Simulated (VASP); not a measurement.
A run of VASP 6.6.1 is set up as follows.

Contents of POSCAR:

```
Sr2C
1.0
    0.0000000000      3.3601424502      3.3601424502
    3.3601424502      0.0000000000      3.3601424502
    3.3601424502      3.3601424502      0.0000000000
C Sr
1 2
Direct
    0.0000000000      0.0000000000      0.0000000000
    0.2500000000      0.2500000000      0.2500000000
    0.7500000000      0.7500000000      0.7500000000
```

The input INCAR.step1:

```
  PREC = Accurate
  ENCUT = 520
  EDIFF = 1E-5
  ISMEAR = -1
  SIGMA = 0.02
  LREAL = False
  LASPH = True
  NELM = 100
  ALGO = Normal
  ISIF = 2
  LWAVE = True
  NBANDS = 19
  GGA = PE
```

Contents of INCAR.step2:

```
  PREC = Accurate
  ENCUT = 520
  EDIFF = 1E-6
  ISMEAR = -1
  SIGMA = 0.02
  LREAL = False
  LASPH = True
  NELM = 100
  ALGO = Normal
  ISIF = 2
  LWAVE = False
  LCHARG = True
  GGA = PE
  LHFCALC = True
  AEXX = 0.5
  HFSCREEN = 0.3
  PRECFOCK = Normal
  LELF = True
  LVHAR = True
  NBANDS = 19
  ISTART = 1
```

Contents of KPOINTS:

```
Automatic mesh
0
Gamma
  4 4 4
```

Potentials or basis: VASP PAW PBE potentials, release 64 (C, Sr_sv).

The run is started by

```console
$ cat potpaw_PBE.64/C/POTCAR potpaw_PBE.64/Sr_sv/POTCAR > POTCAR
$ cp INCAR.step1 INCAR
$ mpirun -np 1 vasp_std > vasp.out
$ cp INCAR.step2 INCAR
$ mpirun -np 1 vasp_std > vasp.out
```

(1) Predict the pressure.

(2) Predict the band gap on the k mesh.

Results:

(1) 0.0 GPa.

(2) 0.68 eV.

Caveat: the PAW data sets were made with another functional, which shifts forces and pressure a little.
